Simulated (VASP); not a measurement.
# Zr (P6_3/mmc) in VASP: a series of runs, part 2 of 2

VASP 6.6.1.

## Step 3: Single point, r2SCAN

This run uses another cell than the first one, of 23.50 Å³/atom.

POSCAR reads:

```
Zr
1.0
    3.2463687180      0.0000000000      0.0000000000
   -1.6231843590      2.8114377799      0.0000000000
    0.0000000000      0.0000000000      5.1499875950
Zr
2
Direct
    0.3333333333      0.6666666667      0.2500000000
    0.6666666667      0.3333333333      0.7500000000
```

INCAR.step1 reads:

```
PREC     = Accurate       # precision mode
ENCUT    = 520            # plane-wave cutoff, eV
ISMEAR   = 0              # smearing method
SIGMA    = 0.1            # smearing width, eV
LREAL    = F              # projectors in reciprocal space
LASPH    = T              # aspherical terms in the spheres
NELM     = 60             # most SCF steps
NBANDS   = 19             # bands
GGA      = PE             # functional
ALGO     = Normal         # electronic algorithm
EDIFF    = 1E-4           # SCF threshold, eV
LWAVE    = T              # write WAVECAR
LCHARG   = F              # write CHGCAR
```

INCAR.step2 reads:

```
PREC     = Accurate       # precision mode
ENCUT    = 520            # plane-wave cutoff, eV
EDIFF    = 1E-6           # SCF threshold, eV
ISMEAR   = 0              # smearing method
SIGMA    = 0.1            # smearing width, eV
LREAL    = F              # projectors in reciprocal space
LASPH    = T              # aspherical terms in the spheres
NELM     = 60             # most SCF steps
ALGO     = Normal         # electronic algorithm
ISIF     = 2              # what is computed and relaxed
LWAVE    = F              # write WAVECAR
LCHARG   = T              # write CHGCAR
METAGGA  = R2SCAN         # meta-GGA
LMIXTAU  = T            
LELF     = T              # ELF
LVHAR    = T            
NBANDS   = 19             # bands
ISTART   = 1
```

KPOINTS reads:

```
regular mesh
0
Gamma
  12 12 7
```

Potentials or basis: VASP PAW PBE potentials, release 64 (Zr_sv).

On the command line:

```sh
cat potpaw_PBE.64/Zr_sv/POTCAR > POTCAR
cp INCAR.step1 INCAR
mpirun -np 1 vasp_std > vasp.out
cp INCAR.step2 INCAR
mpirun -np 1 vasp_std > vasp.out
```

OUTCAR:

```text
PREC = Accurate
   ENCUT = 520
   EDIFF = 1E-6
   ISMEAR = 0
   LREAL = F
   LASPH = T
   NELM = 60
   ISIF = 2
   METAGGA = R2SCAN
   ISTART = 1

 ion  position               nearest neighbor table
   1  0.333  0.667  0.250-   2 3.18   2 3.18   2 3.18   2 3.18   2 3.18   2 3.18
   2  0.667  0.333  0.750-   1 3.18   1 3.18   1 3.18   1 3.18   1 3.18   1 3.18

  LATTYP: Found a hexagonal cell.
 ALAT       =     3.2463687180
 C/A-ratio  =     1.5863840624

  Lattice vectors:

 A1 = (   3.2463687180,   0.0000000000,   0.0000000000)
 A2 = (  -1.6231843590,   2.8114377799,   0.0000000000)
 A3 = (   0.0000000000,   0.0000000000,   5.1499875950)

Analysis of symmetry for initial positions (statically):
=====================================================================
 Subroutine PRICEL returns:
 Original cell was already a primitive cell.

 Routine SETGRP: Setting up the symmetry group for a
 hexagonal supercell.

 Subroutine GETGRP returns: Found 24 space group operations
 (whereof 12 operations were pure point group operations)
 out of a pool of 24 trial point group operations.

The static configuration has the point symmetry D_3d.
 The point group associated with its full space group is D_6h.

Analysis of symmetry for dynamics (positions and initial velocities):
=====================================================================
 Subroutine PRICEL returns:
 Original cell was already a primitive cell.

 Routine SETGRP: Setting up the symmetry group for a
 hexagonal supercell.

 Subroutine GETGRP returns: Found 24 space group operations
 (whereof 12 operations were pure point group operations)
 out of a pool of 24 trial point group operations.

The dynamic configuration has the point symmetry D_3d.
 The point group associated with its full space group is D_6h.

 Subroutine INISYM returns: Found 24 space group operations
 (whereof 12 operations are pure point group operations),
 and found     1 'primitive' translations

----------------------------------------------------------------------------------------

                                     Primitive cell

  volume of cell :      47.0037

  direct lattice vectors                    reciprocal lattice vectors
     3.246368718  0.000000000  0.000000000     0.308036482  0.177844946  0.000000000
    -1.623184359  2.811437780  0.000000000     0.000000000  0.355689892  0.000000000
     0.000000000  0.000000000  5.149987595     0.000000000  0.000000000  0.194175225

  length of vectors
     3.246368718  3.246368718  5.149987595     0.355689892  0.355689892  0.194175225

  position of ions in fractional coordinates (direct lattice)
     0.333333333  0.666666667  0.250000000
     0.666666667  0.333333333  0.750000000

  ion indices of the primitive-cell ions
   primitive index   ion index
                 1           1
                 2           2

----------------------------------------------------------------------------------------

 KPOINTS: regular mesh

Automatic generation of k-mesh.
 Grid dimensions read from file:
 generate k-points for:   12   12    7

 Generating k-lattice:

  Cartesian coordinates                     Fractional coordinates (reciprocal lattice)
     0.025669707  0.014820412  0.000000000     0.083333333  0.000000000  0.000000000
     0.000000000  0.029640824  0.000000000     0.000000000  0.083333333  0.000000000
     0.000000000  0.000000000  0.027739318     0.000000000  0.000000000  0.142857143

  Length of vectors
     0.029640824  0.029640824  0.027739318

  Shift w.r.t. Gamma in fractional coordinates (k-lattice)
     0.000000000  0.000000000  0.000000000

 Subroutine IBZKPT returns following result:
 ===========================================

 Found     76 irreducible k-points:

 Following reciprocal coordinates:
            Coordinates               Weight
  0.000000  0.000000  0.000000      1.000000
  0.083333  0.000000  0.000000      6.000000
  0.166667  0.000000  0.000000      6.000000
  0.250000  0.000000  0.000000      6.000000
  0.333333  0.000000  0.000000      6.000000
  0.416667  0.000000  0.000000      6.000000
[... 16 lines left out ...]
  0.250000  0.000000  0.142857     12.000000
  0.333333  0.000000  0.142857     12.000000
 [... further k-points ...]
   k-points           NKPTS =     76   k-points in BZ     NKDIM =     76   number of bands    NBANDS=     19
   number of dos      NEDOS =    301   number of ions     NIONS =      2
   total plane-waves  NPLWV =  23040
   dimension x,y,z NGX =    24 NGY =   24 NGZ =   40
   dimension x,y,z NGXF=    48 NGYF=   48 NGZF=   80
   ions per type =               2
   NGX,Y,Z   is equivalent  to a cutoff of  12.29, 12.29, 12.91 a.u.
   NGXF,Y,Z  is equivalent  to a cutoff of  24.58, 24.58, 25.82 a.u.
 SYSTEM =  unknown system
   PREC   = accura    normal or accurate (medium, high low for compatibility)
   ISTART =      1    job   : 0-new  1-cont  2-samecut
   ICHARG =      0    charge: 1-file 2-atom 10-const
   ISPIN  =      1    spin polarized calculation?
   LNONCOLLINEAR =      F non collinear calculations
   LSORBIT =      F    spin-orbit coupling
   LASPH  =      T    aspherical Exc in radial PAW
   ENCUT  =  520.0 eV  38.22 Ry    6.18 a.u.   6.04  6.04  9.58*2*pi/ulx,y,z
   NELM   =     60;   NELMIN=  2; NELMDL=  0     # of ELM steps
   EDIFF  = 0.1E-05   stopping-criterion for ELM
   LREAL  =      F    real-space projection
   EDIFFG = 0.1E-04   stopping-criterion for IOM
   NSW    =      0    number of steps for IOM
   IBRION =     -1    ionic relax: 0-MD 1-quasi-New 2-CG
   NFREE  =      0    steps in history (QN), initial steepest desc. (CG)
   ISIF   =      2    stress and relaxation
   ISYM   =      2    0-nonsym 1-usesym 2-fastsym
   POTIM  = 0.5000    time-step for ionic-motion
   TEBEG  =    0.0;   TEEND  =   0.0 temperature during run
   PSTRESS=    0.0 pullay stress
   NELECT =      24.0000    total number of electrons
   NUPDOWN=      -1.0000    fix difference up-down
   EMIN   =  10.00;   EMAX   =-10.00  energy-range for DOS
   EFERMI =   0.00;   METHOD = LEGACY
   ISMEAR =     0;   SIGMA  =   0.10  broadening in eV -4-tet -1-fermi 0-gaus
   EFERMI_NEDOS =   21; number of points for ismear=-14 and -15
   IALGO  =     38    algorithm
   IMIX   =      4    mixing-type and parameters
     AMIX     =   0.40;   BMIX     =  1.00
     AMIX_MAG =   1.60;   BMIX_MAG =  1.00
  volume/ion in A,a.u.               =      23.50       158.60
  Fermi-wavevector in a.u.,A,eV,Ry     =   1.308482  2.472672 23.294876  1.712125
  Thomas-Fermi vector in A             =   2.439146
   LORBIT       =      0    0 simple, 1 ext, 2 COOP (PROOUT), +10 PAW based schemes
   METAGGA = R2SCAN    functional components
   LHFCALC =     F    Hartree Fock is set to
   AEXX    =    0.0000 exact exchange contribution
   IVDW    =     0    specifies the selected vdW correction
   LEPSILON=     F    determine dielectric tensor
   LRPA    =     F    only Hartree local field effects (RPA)
 non-spin polarized calculation
 Gauss-broadening in eV      SIGMA  =   0.10
  energy-cutoff  :      520.00
  volume of cell :       47.00
 maximum number of plane-waves:      1290
   NGX = 13   NGY = 13   NGZ = 19

 number of electron      24.0000000 magnetization

 Free energy of the ion-electron system (eV)
  ---------------------------------------------------
  ext. energy  EPLUGINS =         0.00000000
  ---------------------------------------------------
  free energy    TOTEN  =       -45.50314900 eV

  energy without entropy =      -45.49273389  energy(sigma->0) =      -45.49794144

 E-fermi :   8.9475     XC(G=0): -11.9032

 val. band max:        8.9361768925   @ k =   0.3333   0.2500   0.4286
 cond. band min:       8.9589220980   @ k =   0.3333   0.1667   0.4286
 fundamental gap:      0.0227452055
 Fermi energy:         8.9475273019

 k-point     1 :       0.0000    0.0000    0.0000
  band No.  band energies     occupation
      1     -41.6423      2.00000
      2     -41.4795      2.00000
      3     -19.4882      2.00000
      4     -18.5951      2.00000
      5     -18.5951      2.00000
      6     -18.4526      2.00000
[... 11 lines left out ...]
     18      11.2805      0.00000
     19      13.6035      0.00000
[... 485 lines left out ...]
 k-point    24 :       0.3333    0.0000    0.1429
  band No.  band energies     occupation
      1     -41.5389      2.00000
      2     -41.4544      2.00000
      3     -19.2520      2.00000
      4     -19.0566      2.00000
      5     -18.9807      2.00000
      6     -18.7456      2.00000
[... 11 lines left out ...]
     18      12.8871      0.00000
     19      14.2826      0.00000

 [... further k-points ...]

------------------------ aborting loop because EDIFF is reached ----------------------------------------

  FORCE on cell =-STRESS in cart. coord.  units (eV):
  Direction    XX          YY          ZZ          XY          YZ          ZX
  --------------------------------------------------------------------------------------
  -------------------------------------------------------------------------------------
  Total        0.0112541      0.0112541      0.0514440      0.0000000     -0.0000000      0.0000000
  in kB        0.3836088      0.3836088      1.7535287      0.0000000     -0.0000000      0.0000000
  external PRESSURE =       0.8402488 kB  Pullay stress =       0.0000000 kB

 VOLUME and BASIS-vectors are now :
 -----------------------------------------------------------------------------
  energy-cutoff  :      520.00
  volume of cell :       47.00
      direct lattice vectors                 reciprocal lattice vectors
     3.246368718  0.000000000  0.000000000     0.308036482  0.177844946  0.000000000
    -1.623184359  2.811437780  0.000000000     0.000000000  0.355689892  0.000000000
     0.000000000  0.000000000  5.149987595     0.000000000  0.000000000  0.194175225

 POSITION                                       TOTAL-FORCE (eV/Angst)
 -----------------------------------------------------------------------------------
     -0.00000      1.87429      1.28750        -0.000000      0.000000      0.000000
      1.62318      0.93715      3.86249         0.000000     -0.000000      0.000000
 -----------------------------------------------------------------------------------
    total drift:                               -0.000000      0.000000     -0.000000

  FREE ENERGIE OF THE ION-ELECTRON SYSTEM (eV)
  ---------------------------------------------------
  free  energy   TOTEN  =       -45.5031490023 eV

  energy  without entropy=      -45.4927338864  energy(sigma->0) =      -45.49794144
```

Wall time 3.3 min (1 thread of Intel Xeon 8259CL, shared host); peak memory 0.2 GiB.

Results:

| Item | Value |
| --- | --- |
| Free energy | -45.5031 eV |
| Pressure | 0.1 GPa |
| Band gap on the k mesh | zero (bands 12 and 13 overlap by 1.23 eV) |

Caveat: the PAW data sets were made with another functional, which shifts forces and pressure a little.

## Step 4: Single point, r2SCAN

This run uses another cell than the first one, of 23.50 Å³/atom.

POSCAR is that of step 3.

INCAR.step1 reads:

```
SYSTEM = Zr
PREC = Accurate
ENCUT = 520
ISMEAR = 0
SIGMA = 0.1
LREAL = .FALSE.
LASPH = .TRUE.
NELM = 80
NBANDS = 19
GGA = PE
ALGO = Normal
EDIFF = 1E-4
LWAVE = .TRUE.
LCHARG = .FALSE.
```

INCAR.step2 reads:

```
SYSTEM = Zr
PREC = Accurate
ENCUT = 520
EDIFF = 1E-6
ISMEAR = 0
SIGMA = 0.1
LREAL = .FALSE.
LASPH = .TRUE.
NELM = 80
ALGO = Normal
ISIF = 2
LWAVE = .FALSE.
LCHARG = .FALSE.
METAGGA = R2SCAN
LMIXTAU = .TRUE.
NBANDS = 19
ISTART = 1
```

KPOINTS reads:

```
regular mesh
0
G
  15 15 8
  0 0 0
```

On the command line:

```sh
cat potpaw_PBE.64/Zr_sv/POTCAR > POTCAR
cp INCAR.step1 INCAR
mpirun -np 1 vasp_std > vasp.out
cp INCAR.step2 INCAR
mpirun -np 1 vasp_std > vasp.out
```

Run time: 7.6 min. Hardware: 1 thread of Intel Xeon 8259CL, shared host; peak memory 0.24 GiB.

It converged, with:

```yaml
Free_energy: -45.5059 eV
Pressure: 0.0 GPa
Band_gap_on_the_k_mesh: zero (bands 12 and 13 overlap by 1.27 eV)
```

Levels at points of the mesh, in eV from the Fermi level:
```tsv
k point	band 8	band 9	band 10	band 11	band 12	band 13	band 14	band 15	band 16	band 17
(0.00, 0.00, 0.00)	-27.40	-6.01	-3.19	0.95	0.95	1.01	1.15	1.70	1.70	2.32
(0.00, 0.00, 0.50)	-27.48	-4.22	-4.22	0.02	0.02	0.86	0.86	0.86	0.86	4.19
```

Caveat: the PAW data sets were made with another functional, which shifts forces and pressure a little.

## Step 5: Overview

```csv
task,cell,k mesh,cutoff (eV),smearing,gap on the mesh (eV),pressure (GPa)
relaxation of cell and atoms,"relaxed to 5.34 GPa from a = 3.195, b = 3.195, c = 5.059 Å, angles 90.0, 90.0, 120.0°, 2 atoms",15 × 15 × 8,600,fermi-dirac 0.1 eV,none,5.3
single point,"a = 3.246, b = 3.246, c = 5.150 Å, angles 90.0, 90.0, 120.0°, 2 atoms",12 × 12 × 7,520,gaussian 0.1 eV,none,0.1
single point,"a = 3.246, b = 3.246, c = 5.150 Å, angles 90.0, 90.0, 120.0°, 2 atoms",15 × 15 × 8,520,gaussian 0.1 eV,none,0.0
```

Alike in all rows: level r2SCAN; potentials or basis VASP PAW PBE potentials, release 64 (Zr_sv); no spin polarisation.

Caveats: the PAW data sets were made with another functional, which shifts forces and pressure a little; the cell is relaxed towards a set pressure, so the run minimises the enthalpy, not the energy (at least some runs).

Total energies depend on the potentials used, so only differences within one code and one set of settings carry meaning.
